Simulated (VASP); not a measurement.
# TiO2 (P4_2/mnm) in VASP: relaxation of cell and atoms with r2SCAN+U

Aim: the relaxation of cell and atoms of TiO2 with r2SCAN+U.

Program: VASP 6.6.1. These are calculated values, not measurements. Logs are shortened: lines on timing, memory, paths and dates and some standing lists are left out, and cuts for length are marked.

### Step 1. The cell of the first run

The structure is tetragonal, space group P4_2/mnm (No. 136). The conventional cell has a = 4.594 Å, b = 4.594 Å, c = 2.959 Å, α = 90.00°, β = 90.00°, γ = 90.00°. Ti (site symmetry mmm) has 6 O at 1.94 to 1.99 Å within 2.6 Å. O (site symmetry m2m) has 3 Ti at 1.94 to 1.99 Å and 1 O at 2.52 Å within 2.6 Å.

### Step 2. Relaxation of cell and atoms, r2SCAN+U

File POSCAR:

```
TiO2
1.0
    4.5940000000      0.0000000000      0.0000000000
    0.0000000000      4.5940000000      0.0000000000
    0.0000000000      0.0000000000      2.9590000000
Ti O
2 4
Direct
    0.0000000000      0.0000000000      0.0000000000
    0.5000000000      0.5000000000      0.5000000000
    0.3060000000      0.3060000000      0.0000000000
    0.1940000000      0.8060000000      0.5000000000
    0.6940000000      0.6940000000      0.0000000000
    0.8060000000      0.1940000000      0.5000000000
```

File INCAR.step1:

```
SYSTEM = TiO2
PREC     = Accurate       ! precision mode
ENCUT    = 600            ! plane-wave cutoff, eV
ISMEAR   = 0              ! smearing method
SIGMA    = 0.02           ! smearing width, eV
LREAL    = .False.        ! projectors in reciprocal space
LASPH    = .True.         ! aspherical terms in the spheres
NELM     = 150            ! most SCF steps
LMAXMIX  = 4              ! l up to which the mixer works
LDAU     = .True.         ! DFT+U
LDAUTYPE = 2            
LDAUL    = 2 -1           ! shell
LDAUU    = 4 0            ! U, eV
LDAUJ    = 0 0          
GGA      = PE             ! functional
ALGO     = Normal         ! electronic algorithm
EDIFF    = 1E-4           ! SCF threshold, eV
LWAVE    = .True.         ! write WAVECAR
LCHARG   = .False.        ! write CHGCAR
KPAR     = 4
```

File INCAR.step2:

```
SYSTEM = TiO2
PREC     = Accurate       ! precision mode
ENCUT    = 600            ! plane-wave cutoff, eV
EDIFF    = 1E-6           ! SCF threshold, eV
ISMEAR   = 0              ! smearing method
SIGMA    = 0.02           ! smearing width, eV
LREAL    = .False.        ! projectors in reciprocal space
LASPH    = .True.         ! aspherical terms in the spheres
NELM     = 150            ! most SCF steps
ALGO     = Normal         ! electronic algorithm
ISIF     = 3              ! what is computed and relaxed
LWAVE    = .False.        ! write WAVECAR
LCHARG   = .False.        ! write CHGCAR
LMAXMIX  = 4              ! l up to which the mixer works
LDAU     = .True.         ! DFT+U
LDAUTYPE = 2            
LDAUL    = 2 -1           ! shell
LDAUU    = 4 0            ! U, eV
LDAUJ    = 0 0          
LDAUPRINT= 1            
METAGGA  = R2SCAN         ! meta-GGA
LMIXTAU  = .True.       
IBRION   = 2              ! ionic algorithm
NSW      = 100            ! ionic steps
EDIFFG   = -0.005         ! ionic threshold
ISTART   = 1            
KPAR     = 4
```

File KPOINTS:

```
Automatic mesh
0
Gamma
  6 6 8
  0 0 0
```

Potentials or basis: VASP PAW PBE potentials, release 64 (Ti_sv, O).

The run is started by

```sh
> cat potpaw_PBE.64/Ti_sv/POTCAR potpaw_PBE.64/O/POTCAR > POTCAR
> cp INCAR.step1 INCAR
> mpirun -np 4 vasp_std > vasp.out
> cp INCAR.step2 INCAR
> mpirun -np 4 vasp_std > vasp.out
```

OUTCAR:

```text
SYSTEM = TiO2
   PREC = Accurate
   ENCUT = 600
   EDIFF = 1E-6
   ISMEAR = 0
   LREAL = .False.
   LASPH = .True.
   NELM = 150
   ISIF = 3
   METAGGA = R2SCAN
   IBRION = 2
   NSW = 100
   EDIFFG = -0.005
   ISTART = 1

 ion  position               nearest neighbor table
   1  0.000  0.000  0.000-   4 1.94   6 1.94   4 1.94   6 1.94   5 1.99   3 1.99
   2  0.500  0.500  0.500-   3 1.94   5 1.94   3 1.94   5 1.94   4 1.99   6 1.99
   3  0.306  0.306  0.000-   2 1.94   2 1.94   1 1.99
   4  0.194  0.806  0.500-   1 1.94   1 1.94   2 1.99
   5  0.694  0.694  0.000-   2 1.94   2 1.94   1 1.99
   6  0.806  0.194  0.500-   1 1.94   1 1.94   2 1.99

  LATTYP: Found a simple tetragonal cell.
 ALAT       =     4.5940000000
 C/A-ratio  =     0.6441010013

  Lattice vectors:

 A1 = (   4.5940000000,   0.0000000000,   0.0000000000)
 A2 = (   0.0000000000,   4.5940000000,   0.0000000000)
 A3 = (   0.0000000000,   0.0000000000,   2.9590000000)

Analysis of symmetry for initial positions (statically):
=====================================================================
 Subroutine PRICEL returns:
 Original cell was already a primitive cell.

 Routine SETGRP: Setting up the symmetry group for a
 simple tetragonal supercell.

 Subroutine GETGRP returns: Found 16 space group operations
 (whereof  8 operations were pure point group operations)
 out of a pool of 16 trial point group operations.

The static configuration has the point symmetry D_2h.
 The point group associated with its full space group is D_4h.

Analysis of symmetry for dynamics (positions and initial velocities):
=====================================================================
 Subroutine PRICEL returns:
 Original cell was already a primitive cell.

 Routine SETGRP: Setting up the symmetry group for a
 simple tetragonal supercell.

[... 393 lines left out ...]
  o =  0.0895  v =  0.0000 -0.0000 -0.0000 -0.0000 -1.0000  0.0000  0.0000  0.0000  0.0000  0.0000      0.0000  0.0000  0.0000  0.0000  0.0000  0.0000  0.0000  0.0000  0.0000  0.0000
  o =  0.0895  v =  0.0000  0.0000  0.0000  0.0000  0.0000  0.0000 -0.0000 -0.0000 -0.0000 -1.0000      0.0000  0.0000  0.0000  0.0000  0.0000  0.0000  0.0000  0.0000  0.0000  0.0000
  o =  0.2385  v = -0.8325  0.0000  0.5541  0.0000 -0.0000  0.0000  0.0000  0.0000  0.0000  0.0000      0.0000  0.0000  0.0000  0.0000  0.0000  0.0000  0.0000  0.0000  0.0000  0.0000
  o =  0.2385  v =  0.0000  0.0000  0.0000  0.0000  0.0000 -0.8325  0.0000  0.5541  0.0000 -0.0000      0.0000  0.0000  0.0000  0.0000  0.0000  0.0000  0.0000  0.0000  0.0000  0.0000
  o =  0.2607  v =  0.0000  0.0000  0.0000  0.0000  0.0000  0.0000  0.7071  0.0000 -0.7071  0.0000      0.0000  0.0000  0.0000  0.0000  0.0000  0.0000  0.0000  0.0000  0.0000  0.0000
  o =  0.2607  v =  0.0000  0.7071  0.0000 -0.7071  0.0000  0.0000  0.0000  0.0000  0.0000  0.0000      0.0000  0.0000  0.0000  0.0000  0.0000  0.0000  0.0000  0.0000  0.0000  0.0000

atom =   2  type =  1  l = 2

 onsite density matrix

spin component  1

  0.1867  0.0000  0.0779  0.0000  0.0000
  0.0000  0.1739  0.0000  0.0867  0.0000
  0.0779  0.0000  0.1215  0.0000 -0.0000
  0.0000  0.0867  0.0000  0.1739  0.0000
  0.0000  0.0000 -0.0000  0.0000  0.0895

spin component  2

  0.1867  0.0000  0.0779  0.0000  0.0000
  0.0000  0.1739  0.0000  0.0867  0.0000
  0.0779  0.0000  0.1215  0.0000 -0.0000
  0.0000  0.0867  0.0000  0.1739  0.0000
  0.0000  0.0000 -0.0000  0.0000  0.0895

 occupancies and eigenvectors

  o =  0.0696  v = -0.5541 -0.0000  0.8325  0.0000  0.0000  0.0000  0.0000  0.0000  0.0000  0.0000      0.0000  0.0000  0.0000  0.0000  0.0000  0.0000  0.0000  0.0000  0.0000  0.0000
  o =  0.0696  v =  0.0000  0.0000  0.0000  0.0000  0.0000 -0.5541 -0.0000  0.8325  0.0000  0.0000      0.0000  0.0000  0.0000  0.0000  0.0000  0.0000  0.0000  0.0000  0.0000  0.0000
  o =  0.0872  v =  0.0000  0.7071 -0.0000 -0.7071  0.0000  0.0000  0.0000  0.0000  0.0000  0.0000      0.0000  0.0000  0.0000  0.0000  0.0000  0.0000  0.0000  0.0000  0.0000  0.0000
  o =  0.0872  v =  0.0000  0.0000  0.0000  0.0000  0.0000  0.0000  0.7071 -0.0000 -0.7071  0.0000      0.0000  0.0000  0.0000  0.0000  0.0000  0.0000  0.0000  0.0000  0.0000  0.0000
  o =  0.0895  v =  0.0000  0.0000  0.0000  0.0000  0.0000  0.0000 -0.0000 -0.0000  0.0000  1.0000      0.0000  0.0000  0.0000  0.0000  0.0000  0.0000  0.0000  0.0000  0.0000  0.0000
  o =  0.0895  v =  0.0000 -0.0000 -0.0000  0.0000  1.0000  0.0000  0.0000  0.0000  0.0000  0.0000      0.0000  0.0000  0.0000  0.0000  0.0000  0.0000  0.0000  0.0000  0.0000  0.0000
  o =  0.2385  v = -0.8325 -0.0000 -0.5541  0.0000  0.0000  0.0000  0.0000  0.0000  0.0000  0.0000      0.0000  0.0000  0.0000  0.0000  0.0000  0.0000  0.0000  0.0000  0.0000  0.0000
  o =  0.2385  v =  0.0000  0.0000  0.0000  0.0000  0.0000 -0.8325 -0.0000 -0.5541  0.0000  0.0000      0.0000  0.0000  0.0000  0.0000  0.0000  0.0000  0.0000  0.0000  0.0000  0.0000
  o =  0.2607  v =  0.0000 -0.7071 -0.0000 -0.7071  0.0000  0.0000  0.0000  0.0000  0.0000  0.0000      0.0000  0.0000  0.0000  0.0000  0.0000  0.0000  0.0000  0.0000  0.0000  0.0000
  o =  0.2607  v =  0.0000  0.0000  0.0000  0.0000  0.0000  0.0000 -0.7071 -0.0000 -0.7071  0.0000      0.0000  0.0000  0.0000  0.0000  0.0000  0.0000  0.0000  0.0000  0.0000  0.0000

--------------------------------------- Ionic step       10  -------------------------------------------

 number of electron      47.9999997 magnetization

 Free energy of the ion-electron system (eV)
  ---------------------------------------------------
  ext. energy  EPLUGINS =         0.00000000
  ---------------------------------------------------
  free energy    TOTEN  =       -64.74880092 eV

  energy without entropy =      -64.74880092  energy(sigma->0) =      -64.74880092

 E-fermi :   4.7006     XC(G=0): -11.9887

 val. band max:        4.5462468029   @ k =   0.0000   0.0000   0.0000
 cond. band min:       7.2579489611   @ k =   0.5000   0.5000   0.0000
 fundamental gap:      2.7117021582
 Fermi energy:         4.7006350518

 k-point     1 :       0.0000    0.0000    0.0000
  band No.  band energies     occupation
      1     -55.7729      2.00000
      2     -55.7585      2.00000
      3     -30.9500      2.00000
      4     -30.9500      2.00000
      5     -30.8087      2.00000
      6     -30.8087      2.00000
[... 733 lines left out ...]
     27       8.5124      0.00000
     28       8.5124      0.00000

 [... further k-points ...]

------------------------ aborting loop because EDIFF is reached ----------------------------------------

  FORCE on cell =-STRESS in cart. coord.  units (eV):
  Direction    XX          YY          ZZ          XY          YZ          ZX
  --------------------------------------------------------------------------------------
  -------------------------------------------------------------------------------------
  Total        0.0100660      0.0100660     -0.0070645      0.0000000      0.0000000      0.0000000
  in kB        0.2504254      0.2504254     -0.1757529      0.0000000      0.0000000      0.0000000
  external PRESSURE =       0.1083660 kB  Pullay stress =       0.0000000 kB
[... 21 lines left out ...]
  FREE ENERGIE OF THE ION-ELECTRON SYSTEM (eV)
  ---------------------------------------------------
  free  energy   TOTEN  =       -64.7488009179 eV

  energy  without entropy=      -64.7488009179  energy(sigma->0) =      -64.74880092

 reached required accuracy - stopping structural energy minimisation
```

OUTCAR.step1:

```text
SYSTEM = TiO2
   PREC = Accurate
   ENCUT = 600
   ISMEAR = 0
   LREAL = .False.
   LASPH = .True.
   NELM = 150
[... 987 lines left out ...]
      0.89124      3.70276      1.47950         0.286773     -0.286773      0.000000
      3.18824      3.18824      0.00000         0.286773      0.286773     -0.000000
      3.70276      0.89124      1.47950        -0.286773      0.286773     -0.000000
 -----------------------------------------------------------------------------------
    total drift:                                0.000000      0.000000     -0.000000

  FREE ENERGIE OF THE ION-ELECTRON SYSTEM (eV)
  ---------------------------------------------------
  free  energy   TOTEN  =       -48.3227445401 eV

  energy  without entropy=      -48.3227445401  energy(sigma->0) =      -48.32274454
```

OSZICAR.step1:

```text
N       E                     dE             d eps       ncg     rms          rms(c)
DAV:   1     0.733890514002E+03    0.73389E+03   -0.27154E+04  2800   0.224E+03
DAV:   2     0.567535153484E+02   -0.67714E+03   -0.65771E+03  3124   0.625E+02
DAV:   3    -0.616042458891E+02   -0.11836E+03   -0.11473E+03  4244   0.225E+02
DAV:   4    -0.673547601215E+02   -0.57505E+01   -0.57434E+01  3804   0.520E+01
DAV:   5    -0.675794168890E+02   -0.22466E+00   -0.22460E+00  3972   0.854E+00    0.321E+01
DAV:   6    -0.480477935314E+02    0.19532E+02   -0.11286E+02  3440   0.107E+02    0.103E+01
DAV:   7    -0.482643191315E+02   -0.21653E+00   -0.10158E+01  3880   0.228E+01    0.670E+00
DAV:   8    -0.483051323151E+02   -0.40813E-01   -0.12687E+00  3696   0.102E+01    0.197E+00
DAV:   9    -0.483151103801E+02   -0.99781E-02   -0.36416E-01  3764   0.620E+00    0.150E+00
DAV:  10    -0.483249856134E+02   -0.98752E-02   -0.16584E-01  3444   0.314E+00    0.414E-01
DAV:  11    -0.483228187063E+02    0.21669E-02   -0.20594E-02  3604   0.121E+00    0.844E-02
DAV:  12    -0.483227563458E+02    0.62360E-04   -0.12691E-03  3748   0.280E-01    0.415E-02
DAV:  13    -0.483227445401E+02    0.11806E-04   -0.49513E-05  1948   0.769E-02
   1 F= -.48322745E+02 E0= -.48322745E+02  d E =-.155170E-37
```

Run time: 23 min. Hardware: 4 MPI ranks of Oxide Virtual Turin-like, shared host; peak memory 0.24 GiB.

What came out:

- Free energy: -64.7488 eV
- Relaxed volume: 10.73 Å³/atom
- Relaxed cell: a = 4.625 Å, b = 4.625 Å, c = 3.010 Å, α = 90.00°, β = 90.00°, γ = 90.00°
- Space group after relaxing (to 0.1 Å): P4_2/mnm (No. 136)
- Energy gained by relaxing: 11.0 meV/atom
- Ionic steps: 10
- Pressure after relaxing: 0.0 GPa
- Largest force after relaxing: 0.004 eV/Å
- Band gap on the k mesh: 2.71 eV (least direct gap 2.72 eV)

Forces on the atoms (eV/Å):
```
Ti   0.000  0.000  0.000
Ti   0.000  0.000  0.000
O    0.003  0.003  0.000
O   -0.003  0.003  0.000
O   -0.003 -0.003  0.000
O    0.003 -0.003  0.000
```

The path:
```tsv
step	energy change (eV)	largest force (eV/Å)	pressure (GPa)	volume (Å³)
1	0.0000	0.3783	8.94	62.45
2	0.0817	0.3946	-11.91	67.84
3	-0.0653	0.0124	-0.29	64.53
4	-0.0653	0.0187	-0.12	64.48
5	-0.0658	0.0028	0.04	64.41
6	-0.0658	0.0008	0.07	64.39
7	-0.0658	0.0018	0.05	64.38
8	-0.0658	0.0019	0.10	64.38
9	-0.0658	0.0057	-0.12	64.43
10	-0.0658	0.0039	0.01	64.40
```

Final structure:
```yaml
crystal:
  lattice:
    - [4.62543, 0.00000, 0.00000]
    - [0.00000, 4.62543, 0.00000]
    - [0.00000, 0.00000, 3.01014]
  atoms:
    - { symbol: Ti, position: [0.00000, 0.00000, 0.00000] }
    - { symbol: Ti, position: [0.50000, 0.50000, 0.50000] }
    - { symbol: O, position: [0.30473, 0.30473, 0.00000] }
    - { symbol: O, position: [0.19527, 0.80473, 0.50000] }
    - { symbol: O, position: [0.69527, 0.69527, 0.00000] }
    - { symbol: O, position: [0.80473, 0.19527, 0.50000] }
```

Eigenvalues of the final occupation matrices:
```
    site  spin  trace               eigenvalues
site 1 d     1   0.75  0.07 0.09 0.09 0.24 0.26
site 1 d     2   0.75  0.07 0.09 0.09 0.24 0.26
site 2 d     1   0.75  0.07 0.09 0.09 0.24 0.26
site 2 d     2   0.75  0.07 0.09 0.09 0.24 0.26
```

Caveat: the PAW data sets were made with another functional, which shifts forces and pressure a little.
